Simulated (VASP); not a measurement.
# Sb (Fd-3m) in VASP: a series of runs

Runs on Sb. Level: r2SCAN. Tasks: relaxation of cell and atoms.

All numbers are computed with VASP 6.6.1; they aren't measurements. Logs are shortened: lines on timing, memory, paths and dates and some standing lists are left out, and cuts for length are marked.

### 1 The cell of the first run

It takes space group Fd-3m (No. 227, cubic). Conventional cell: a = 6.800 Å, b = 6.800 Å, c = 6.800 Å, α = 90.00°, β = 90.00°, γ = 90.00°. Within 3.9 Å of Sb (site symmetry -43m) lie 4 Sb at 2.94 Å.

This isn't the form of Sb at room conditions, which is rhombohedral.

### 2 Relaxation of cell and atoms, r2SCAN, target pressure 5 GPa, at which the enthalpy is minimised

POSCAR reads:

```
Sb
1.0
    0.0000000000      3.4000000000      3.4000000000
    3.4000000000      0.0000000000      3.4000000000
    3.4000000000      3.4000000000      0.0000000000
Sb
2
Direct
    0.0000000000      0.0000000000      0.0000000000
    0.2500000000      0.2500000000      0.2500000000
```

INCAR.step1 reads:

```
ALGO     = Normal         # electronic algorithm
EDIFF    = 1E-5           # SCF threshold, eV
EDIFFG   = -0.005         # ionic threshold
ENCUT    = 550            # plane-wave cutoff, eV
GGA      = PE             # functional
GGA_COMPAT= F            
IBRION   = 2              # ionic algorithm
ISIF     = 3              # what is computed and relaxed
ISMEAR   = -1             # smearing method
LASPH    = T              # aspherical terms in the spheres
LCHARG   = F              # write CHGCAR
LREAL    = F              # projectors in reciprocal space
LWAVE    = T              # write WAVECAR
NELM     = 120            # most SCF steps
NELMIN   = 4            
NSW      = 100            # ionic steps
PREC     = Accurate       # precision mode
SIGMA    = 0.1            # smearing width, eV
```

INCAR.step2 reads:

```
ALGO     = Normal         # electronic algorithm
EDIFF    = 1E-7           # SCF threshold, eV
EDIFFG   = -0.02          # ionic threshold
ENCUT    = 550            # plane-wave cutoff, eV
GGA_COMPAT= F            
IBRION   = 2              # ionic algorithm
ISIF     = 3              # what is computed and relaxed
ISMEAR   = -1             # smearing method
ISTART   = 1            
LASPH    = T              # aspherical terms in the spheres
LCHARG   = F              # write CHGCAR
LMIXTAU  = T            
LREAL    = F              # projectors in reciprocal space
LWAVE    = F              # write WAVECAR
METAGGA  = R2SCAN         # meta-GGA
NELM     = 120            # most SCF steps
NELMIN   = 4            
NSW      = 80             # ionic steps
PREC     = Accurate       # precision mode
PSTRESS  = 50.0         
SIGMA    = 0.1            # smearing width, eV
```

KPOINTS reads:

```
k-points
0
Gamma
  6 6 6
```

Potentials or basis: VASP PAW PBE potentials, release 64 (Sb).

Started as:

```bash
cat potpaw_PBE.64/Sb/POTCAR > POTCAR
cp INCAR.step1 INCAR
mpirun -np 1 vasp_std > vasp.out
cp INCAR.step2 INCAR
mpirun -np 1 vasp_std > vasp.out
```

OUTCAR:

```text
EDIFF = 1E-7
   EDIFFG = -0.02
   ENCUT = 550
   IBRION = 2
   ISIF = 3
   ISMEAR = -1
   ISTART = 1
   LASPH = T
   LREAL = F
   METAGGA = R2SCAN
   NELM = 120
   NELMIN = 4
   NSW = 80
   PREC = Accurate
   PSTRESS = 50.0

 ion  position               nearest neighbor table
   1  0.000  0.000  0.000-   2 2.94   2 2.94   2 2.94   2 2.94
   2  0.250  0.250  0.250-   1 2.94   1 2.94   1 2.94   1 2.94

  LATTYP: Found a face centered cubic cell.
 ALAT       =     6.8000000000

  Lattice vectors:

 A1 = (   0.0000000000,   3.4000000000,   3.4000000000)
 A2 = (   3.4000000000,   0.0000000000,   3.4000000000)
 A3 = (   3.4000000000,   3.4000000000,   0.0000000000)

Analysis of symmetry for initial positions (statically):
=====================================================================
 Subroutine PRICEL returns:
 Original cell was already a primitive cell.

 Routine SETGRP: Setting up the symmetry group for a
 face centered cubic supercell.

 Subroutine GETGRP returns: Found 48 space group operations
 (whereof 24 operations were pure point group operations)
 out of a pool of 48 trial point group operations.

The static configuration has the point symmetry T_d .
 The point group associated with its full space group is O_h .

Analysis of symmetry for dynamics (positions and initial velocities):
=====================================================================
 Subroutine PRICEL returns:
 Original cell was already a primitive cell.

 Routine SETGRP: Setting up the symmetry group for a
 face centered cubic supercell.

 Subroutine GETGRP returns: Found 48 space group operations
 (whereof 24 operations were pure point group operations)
 out of a pool of 48 trial point group operations.

The dynamic configuration has the point symmetry T_d .
 The point group associated with its full space group is O_h .

 Subroutine INISYM returns: Found 48 space group operations
 (whereof 24 operations are pure point group operations),
 and found     1 'primitive' translations

----------------------------------------------------------------------------------------

                                     Primitive cell

  volume of cell :      78.6080

  direct lattice vectors                    reciprocal lattice vectors
     0.000000000  3.400000000  3.400000000    -0.147058824  0.147058824  0.147058824
     3.400000000  0.000000000  3.400000000     0.147058824 -0.147058824  0.147058824
     3.400000000  3.400000000  0.000000000     0.147058824  0.147058824 -0.147058824

  length of vectors
     4.808326112  4.808326112  4.808326112     0.254713354  0.254713354  0.254713354

  position of ions in fractional coordinates (direct lattice)
     0.000000000  0.000000000  0.000000000
     0.250000000  0.250000000  0.250000000

  ion indices of the primitive-cell ions
   primitive index   ion index
                 1           1
                 2           2

----------------------------------------------------------------------------------------

 KPOINTS: k-points

Automatic generation of k-mesh.
 Grid dimensions read from file:
 generate k-points for:    6    6    6

 Generating k-lattice:

  Cartesian coordinates                     Fractional coordinates (reciprocal lattice)
    -0.024509804  0.024509804  0.024509804     0.166666667  0.000000000  0.000000000
     0.024509804 -0.024509804  0.024509804     0.000000000  0.166666667  0.000000000
     0.024509804  0.024509804 -0.024509804     0.000000000  0.000000000  0.166666667

  Length of vectors
     0.042452226  0.042452226  0.042452226

  Shift w.r.t. Gamma in fractional coordinates (k-lattice)
     0.000000000  0.000000000  0.000000000

 Subroutine IBZKPT returns following result:
 ===========================================

 Found     16 irreducible k-points:

 Following reciprocal coordinates:
            Coordinates               Weight
  0.000000  0.000000  0.000000      1.000000
  0.166667  0.000000  0.000000      8.000000
  0.333333  0.000000  0.000000      8.000000
  0.500000  0.000000  0.000000      4.000000
  0.166667  0.166667  0.000000      6.000000
  0.333333  0.166667  0.000000     24.000000
[... 8 lines left out ...]
 -0.333333  0.333333  0.166667     24.000000
 -0.333333  0.500000  0.166667     12.000000
   k-points           NKPTS =     16   k-points in BZ     NKDIM =     16   number of bands    NBANDS=      9
   number of dos      NEDOS =    301   number of ions     NIONS =      2
   total plane-waves  NPLWV =  64000
   dimension x,y,z NGX =    40 NGY =   40 NGZ =   40
   dimension x,y,z NGXF=    80 NGYF=   80 NGZF=   80
   ions per type =               2
   NGX,Y,Z   is equivalent  to a cutoff of  13.83, 13.83, 13.83 a.u.
   NGXF,Y,Z  is equivalent  to a cutoff of  27.66, 27.66, 27.66 a.u.
 SYSTEM =  unknown system
   PREC   = accura    normal or accurate (medium, high low for compatibility)
   ISTART =      1    job   : 0-new  1-cont  2-samecut
   ICHARG =      0    charge: 1-file 2-atom 10-const
   ISPIN  =      1    spin polarized calculation?
   LNONCOLLINEAR =      F non collinear calculations
   LSORBIT =      F    spin-orbit coupling
   LASPH  =      T    aspherical Exc in radial PAW
   ENCUT  =  550.0 eV  40.42 Ry    6.36 a.u.   9.19  9.19  9.19*2*pi/ulx,y,z
   NELM   =    120;   NELMIN=  4; NELMDL=  0     # of ELM steps
   EDIFF  = 0.1E-06   stopping-criterion for ELM
   LREAL  =      F    real-space projection
   EDIFFG = -.2E-01   stopping-criterion for IOM
   NSW    =     80    number of steps for IOM
   IBRION =      2    ionic relax: 0-MD 1-quasi-New 2-CG
   NFREE  =      1    steps in history (QN), initial steepest desc. (CG)
   ISIF   =      3    stress and relaxation
   ISYM   =      2    0-nonsym 1-usesym 2-fastsym
   POTIM  = 0.5000    time-step for ionic-motion
   TEBEG  =    0.0;   TEEND  =   0.0 temperature during run
   PSTRESS=   50.0 pullay stress
   NELECT =      10.0000    total number of electrons
   NUPDOWN=      -1.0000    fix difference up-down
   EMIN   =  10.00;   EMAX   =-10.00  energy-range for DOS
   EFERMI =   0.00;   METHOD = LEGACY
   ISMEAR =    -1;   SIGMA  =   0.10  broadening in eV -4-tet -1-fermi 0-gaus
   EFERMI_NEDOS =   21; number of points for ismear=-14 and -15
   IALGO  =     38    algorithm
   IMIX   =      4    mixing-type and parameters
     AMIX     =   0.40;   BMIX     =  1.00
     AMIX_MAG =   1.60;   BMIX_MAG =  1.00
  volume/ion in A,a.u.               =      39.30       265.24
  Fermi-wavevector in a.u.,A,eV,Ry     =   0.823353  1.555911  9.223521  0.677910
  Thomas-Fermi vector in A             =   1.934848
   LORBIT       =      0    0 simple, 1 ext, 2 COOP (PROOUT), +10 PAW based schemes
   METAGGA = R2SCAN    functional components
   LHFCALC =     F    Hartree Fock is set to
   AEXX    =    0.0000 exact exchange contribution
   IVDW    =     0    specifies the selected vdW correction
   LEPSILON=     F    determine dielectric tensor
   LRPA    =     F    only Hartree local field effects (RPA)
 conjugate gradient relaxation of ions
 non-spin polarized calculation
  energy-cutoff  :      550.00
  volume of cell :       78.61
 maximum number of plane-waves:      2332
 NGX is ok and might be reduce to    40
   NGX = 19   NGY = 19   NGZ = 19

--------------------------------------- Ionic step        1  -------------------------------------------

 number of electron      10.0000001 magnetization

 Free energy of the ion-electron system (eV)
  ---------------------------------------------------
  ext. energy  EPLUGINS =         0.00000000
  ---------------------------------------------------
  free energy    TOTEN  =       -50.60415434 eV

  energy without entropy =      -50.56804663  energy(sigma->0) =      -50.58610049

------------------------ aborting loop because EDIFF is reached ----------------------------------------

  FORCE on cell =-STRESS in cart. coord.  units (eV):
  Direction    XX          YY          ZZ          XY          YZ          ZX
  --------------------------------------------------------------------------------------
  -------------------------------------------------------------------------------------
  Total        1.3326095      1.3326095      1.3326095      0.0000000      0.0000000      0.0000000
  in kB       27.1610624     27.1610624     27.1610624      0.0000000      0.0000000      0.0000000
  external PRESSURE =     -22.8389376 kB  Pullay stress =      50.0000000 kB

 VOLUME and BASIS-vectors are now :
 -----------------------------------------------------------------------------
  energy-cutoff  :      550.00
  volume of cell :       78.61
      direct lattice vectors                 reciprocal lattice vectors
     0.000000000  3.400000000  3.400000000    -0.147058824  0.147058824  0.147058824
     3.400000000  0.000000000  3.400000000     0.147058824 -0.147058824  0.147058824
     3.400000000  3.400000000  0.000000000     0.147058824  0.147058824 -0.147058824
[... 46 lines left out ...]
  FREE ENERGIE OF THE ION-ELECTRON SYSTEM (eV)
  ---------------------------------------------------
  free  energy   TOTEN  =       -50.4201537483 eV

  energy  without entropy=      -50.3714256613  energy(sigma->0) =      -50.39578970

  enthalpy is  TOTEN    =       -48.1605848752 eV   P V=        2.2595688731

--------------------------------------- Ionic step        3  -------------------------------------------

 number of electron       9.9999999 magnetization

 Free energy of the ion-electron system (eV)
  ---------------------------------------------------
  ext. energy  EPLUGINS =         0.00000000
  ---------------------------------------------------
  free energy    TOTEN  =       -50.52002745 eV

  energy without entropy =      -50.47768213  energy(sigma->0) =      -50.49885479

 E-fermi :   5.2393     XC(G=0):  -8.8186

 val. band max:        5.1324750765   @ k =  -0.3333   0.3333   0.1667
 cond. band min:       5.4391688880   @ k =   0.3333   0.1667   0.0000
 fundamental gap:      0.3066938115
 Fermi energy:         5.2393114757

 k-point     1 :       0.0000    0.0000    0.0000
  band No.  band energies     occupation
      1      -7.7894      2.00000
      2       0.2876      2.00000
      3       2.8754      2.00000
      4       2.8754      2.00000
      5       2.8754      2.00000
      6       5.4483      0.22007
      7       5.4483      0.22007
      8       5.4483      0.22007
      9       9.3452      0.00000

 k-point     2 :       0.1667    0.0000    0.0000
  band No.  band energies     occupation
      1      -7.5595      2.00000
      2      -0.9353      2.00000
      3       2.5536      2.00000
      4       2.5536      2.00000
      5       3.0895      2.00000
      6       5.9110      0.00242
      7       5.9110      0.00242
      8       6.2357      0.00009
      9      10.2568      0.00000
[... 188 lines left out ...]
 POSITION                                       TOTAL-FORCE (eV/Angst)
 -----------------------------------------------------------------------------------
      0.00000      0.00000      0.00000         0.000000      0.000000      0.000000
      1.67413      1.67413      1.67413        -0.000000     -0.000000     -0.000000
 -----------------------------------------------------------------------------------
    total drift:                               -0.000000      0.000000      0.000000

  FREE ENERGIE OF THE ION-ELECTRON SYSTEM (eV)
  ---------------------------------------------------
  free  energy   TOTEN  =       -50.5200274451 eV

  energy  without entropy=      -50.4776821267  energy(sigma->0) =      -50.49885479

  enthalpy is  TOTEN    =       -48.1771679267 eV   P V=        2.3428595184

 reached required accuracy - stopping structural energy minimisation
```

Run time: 3.5 min. Hardware: 1 thread of Intel Xeon Platinum 8488C (Sapphire Rapids), shared host; peak memory 0.25 GiB.

What came out:

```yaml
Free_energy: -50.5200 eV
Relaxed_volume: 37.54 Å³/atom
Relaxed_cell: a = 4.735 Å, b = 4.735 Å, c = 4.735 Å, α = 60.00°, β = 60.00°, γ = 60.00°
Space_group_after_relaxing_to_0.1_Å: Fd-3m (No. 227)
Energy_change_on_relaxing_the_run_minimises_the_enthalpy: +42.1 meV/atom
Ionic_steps: 3
Pressure_after_relaxing: 5.0 GPa
Band_gap_on_the_k_mesh: zero (bands 5 and 6 overlap by 1.08 eV)
```

Step by step:
| step | energy change (eV) | largest force (eV/Å) | pressure (GPa) | volume (Å³) |
| --- | --- | --- | --- | --- |
| 1 | 0.0000 | 0.0000 | 2.72 | 78.61 |
| 2 | 0.1840 | 0.0000 | 7.06 | 72.40 |
| 3 | 0.0841 | 0.0000 | 5.00 | 75.07 |

Final structure:
```
CELL_PARAMETERS angstrom
0.00000 3.34826 3.34826
3.34826 0.00000 3.34826
3.34826 3.34826 0.00000
ATOMIC_POSITIONS crystal
Sb 0.00000 0.00000 0.00000
Sb 0.25000 0.25000 0.25000
```

Caveat: the cell is relaxed towards a set pressure, so the run minimises the enthalpy, not the energy; the PAW data sets were made with another functional, which shifts forces and pressure a little; spin-orbit coupling is left out, which moves the levels of the heavy elements.

### 3 Relaxation of cell and atoms, r2SCAN, target pressure 10 GPa, at which the enthalpy is minimised

POSCAR is that of step 2.

INCAR.step1 reads:

```
SYSTEM = Sb
ALGO = Normal ; EDIFF = 1E-5
EDIFFG = -0.005 ; ENCUT = 550
GGA = PE ; GGA_COMPAT = .False.
IBRION = 2 ; ISIF = 3
ISMEAR = -1 ; LASPH = .True.
LCHARG = .False. ; LREAL = .False.
LWAVE = .True. ; NELM = 120
NELMIN = 4 ; NSW = 100
PREC = Accurate ; SIGMA = 0.1
```

INCAR.step2 reads:

```
SYSTEM = Sb
ALGO = Normal ; EDIFF = 1E-7
EDIFFG = -0.02 ; ENCUT = 550
GGA_COMPAT = .False. ; IBRION = 2
ISIF = 3 ; ISMEAR = -1
ISTART = 1 ; LASPH = .True.
LCHARG = .False. ; LMIXTAU = .True.
LREAL = .False. ; LWAVE = .False.
METAGGA = R2SCAN ; NELM = 120
NELMIN = 4 ; NSW = 80
PREC = Accurate ; PSTRESS = 100.0
SIGMA = 0.1
```

KPOINTS reads:

```
k-points
0
Gamma
  6 6 6
  0 0 0
```

Potentials or basis: VASP PAW PBE potentials, release 64 (Sb).

Started as:

```bash
cat potpaw_PBE.64/Sb/POTCAR > POTCAR
cp INCAR.step1 INCAR
mpirun -np 1 vasp_std > vasp.out
cp INCAR.step2 INCAR
mpirun -np 1 vasp_std > vasp.out
```

Run time: 4.2 min. Hardware: 1 thread of Intel Xeon Platinum 8488C (Sapphire Rapids), shared host; peak memory 0.25 GiB.

The run converged. Its results:

```yaml
Free_energy: -50.2523 eV
Relaxed_volume: 34.61 Å³/atom
Relaxed_cell: a = 4.609 Å, b = 4.609 Å, c = 4.609 Å, α = 60.00°, β = 60.00°, γ = 60.00°
Space_group_after_relaxing_to_0.1_Å: Fd-3m (No. 227)
Energy_change_on_relaxing_the_run_minimises_the_enthalpy: +175.9 meV/atom
Ionic_steps: 4
Pressure_after_relaxing: 10.0 GPa
Band_gap_on_the_k_mesh: zero (bands 5 and 6 overlap by 1.23 eV)
```

Step by step:
| step | energy change (eV) | largest force (eV/Å) | pressure (GPa) | volume (Å³) |
| --- | --- | --- | --- | --- |
| 1 | 0.0000 | 0.0000 | 2.72 | 78.61 |
| 2 | 1.2542 | 0.0000 | 22.52 | 59.98 |
| 3 | 0.3382 | 0.0000 | 9.75 | 69.45 |
| 4 | 0.3519 | 0.0000 | 9.97 | 69.23 |

Final structure:
```
Sb
1.0
     0.00000    3.25899    3.25899
     3.25899    0.00000    3.25899
     3.25899    3.25899    0.00000
Sb
2
Direct
  0.00000 0.00000 0.00000
  0.25000 0.25000 0.25000
```

Levels at points of the mesh, in eV from the Fermi level:
```
           k point  band 2  band 3  band 4  band 5  band 6  band 7  band 8  band 9
(0.00, 0.00, 0.00)   -4.55   -2.58   -2.58   -2.58    0.06    0.06    0.06    4.06
(0.50, 0.00, 0.00)   -9.24   -3.63   -3.63   -2.59    1.32    1.32    4.63    6.44
(0.50, 0.50, 0.00)  -10.76   -4.78   -4.78   -0.99   -0.99    5.16    5.16    7.21
```

Caveat: the cell is relaxed towards a set pressure, so the run minimises the enthalpy, not the energy; the PAW data sets were made with another functional, which shifts forces and pressure a little; spin-orbit coupling is left out, which moves the levels of the heavy elements.

(Part 1 of 2 ends here.)
